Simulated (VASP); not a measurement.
Set up this calculation in VASP 6.6.1, as the native input.

```
Task                   : relaxation of cell and atoms
Functional             : PBE
Potentials or basis    : VASP PAW PBE potentials, release 64 (La, O)
Cutoff                 : 600 eV
k mesh                 : 8 × 8 × 6
Occupations            : gaussian, width 0.02 eV
Spin                   : no spin polarisation
Dipole correction      : no
Further INCAR settings : ALGO = Normal; EDIFF = 1e-06; IBRION = 2; EDIFFG = -0.01; NSW = 100; ISIF = 3
```

The structure of La2O3 lies in POSCAR:

```
La2O3
1.0
    4.0404926040      0.0000000000      0.0000000000
    0.0000000000      4.0404926040      0.0000000000
    0.0000000000      0.0000000000      5.9928001268
La O
2 3
Direct
    0.0000000000      0.0000000000      0.8313408646
    0.5000000000      0.5000000000      0.2448127692
    0.5000000000      0.5000000000      0.6205417002
    0.5000000000      0.0000000000      0.0473723430
    0.0000000000      0.5000000000      0.0473723430
```

The cell was built from a structure type or drawn by symmetry, and may not be a known phase.

The input as run:

INCAR

```
PREC     = Accurate       # precision mode
ENCUT    = 600            # plane-wave cutoff, eV
EDIFF    = 1E-6           # SCF threshold, eV
ISMEAR   = 0              # smearing method
SIGMA    = 0.02           # smearing width, eV
LREAL    = F              # projectors in reciprocal space
LASPH    = T              # aspherical terms in the spheres
NELM     = 60             # most SCF steps
ALGO     = Normal         # electronic algorithm
ISIF     = 3              # what is computed and relaxed
LWAVE    = F              # write WAVECAR
LCHARG   = F              # write CHGCAR
GGA      = PE             # functional
IBRION   = 2              # ionic algorithm
NSW      = 100            # ionic steps
EDIFFG   = -0.01          # ionic threshold
```

KPOINTS

```
regular mesh
0
Gamma
  8 8 6
```

Potentials or basis: VASP PAW PBE potentials, release 64 (La, O).

Launch:

```bash
$ cat potpaw_PBE.64/La/POTCAR potpaw_PBE.64/O/POTCAR > POTCAR
$ mpirun -np 1 vasp_std > vasp.out
```

It gave:

```json
{
  "Relaxed volume": "19.39 Å³/atom",
  "Relaxed cell": "a = 4.025 Å, b = 4.025 Å, c = 5.983 Å, α = 90.00°, β = 90.00°, γ = 90.00°",
  "Space group after relaxing (to 0.1 Å)": "P4mm (No. 99)",
  "Energy gained by relaxing": "0.3 meV/atom",
  "Ionic steps": "11",
  "Pressure after relaxing": "0.0 GPa",
  "Band gap on the k mesh": "1.96 eV (least direct gap 2.52 eV)"
}
```

Caveat: spin-orbit coupling is left out, which moves the levels of the heavy elements.

It took 20 min on 1 thread of Intel(R) Xeon(R) Platinum 8375C CPU @ 2.90GHz (Ice Lake) (shared host), peak memory 0.34 GiB.
